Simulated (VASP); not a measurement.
AlGa3As4: single point with PBE

AlGa3As4:

```
CELL_PARAMETERS angstrom
5.74041 0.00000 0.00000
0.00000 5.74041 0.00000
0.00000 0.00000 5.74041
ATOMIC_POSITIONS crystal
Al 0.00000 0.00000 0.00000
Ga 0.00000 0.50000 0.50000
Ga 0.50000 0.00000 0.50000
Ga 0.50000 0.50000 0.00000
As 0.75068 0.75068 0.24932
As 0.75068 0.24932 0.75068
As 0.24932 0.75068 0.75068
As 0.24932 0.24932 0.24932
```

```
Program                : VASP 6.6.1
Task                   : single point
Functional             : PBE
Potentials or basis    : VASP PAW PBE potentials, release 64 (Al, Ga_d, As)
Cutoff                 : 520 eV
k mesh                 : 6 × 6 × 6
Occupations            : gaussian, width 0.02 eV
Spin                   : no spin polarisation
Dipole correction      : no
Further INCAR settings : ALGO = Normal; EDIFF = 1e-06; NBANDS = 41
```

```yaml
Pressure: 0.2 GPa
Band_gap_on_the_k_mesh: 0.55 eV
```

Forces in eV/Å, atoms in the order of the input:
```
Al   0.000  0.000  0.000
Ga   0.000  0.000  0.000
Ga   0.000  0.000  0.000
Ga   0.000  0.000  0.000
As   0.002  0.002 -0.002
As   0.002 -0.002  0.002
As  -0.002  0.002  0.002
As  -0.002 -0.002 -0.002
```

Levels at points of the mesh, in eV from the valence-band top:
| k point | band 28 | band 29 | band 30 | band 31 | band 32 | band 33 | band 34 | band 35 |
| --- | --- | --- | --- | --- | --- | --- | --- | --- |
| (0.00, 0.00, 0.00) | -2.39 | 0.00 | 0.00 | 0.00 | 0.55 | 1.56 | 1.56 | 1.56 |
| (0.50, 0.00, 0.00) | -1.54 | -1.54 | -1.45 | -1.45 | 2.03 | 2.23 | 3.22 | 3.28 |
| (0.50, 0.50, 0.00) | -1.09 | -1.08 | -1.08 | -0.99 | 2.59 | 2.74 | 2.74 | 3.15 |
| (0.50, 0.50, 0.50) | -0.97 | -0.95 | -0.95 | -0.95 | 0.94 | 0.94 | 0.94 | 1.88 |

Run time: 89 s on 1 thread of Intel(R) Xeon(R) 6975P-C (Granite Rapids), with other jobs on the host, peak memory 0.4 GiB.

Caveat: semilocal functionals underestimate gaps, and a narrow one can read as zero. A k mesh can miss the band edges.
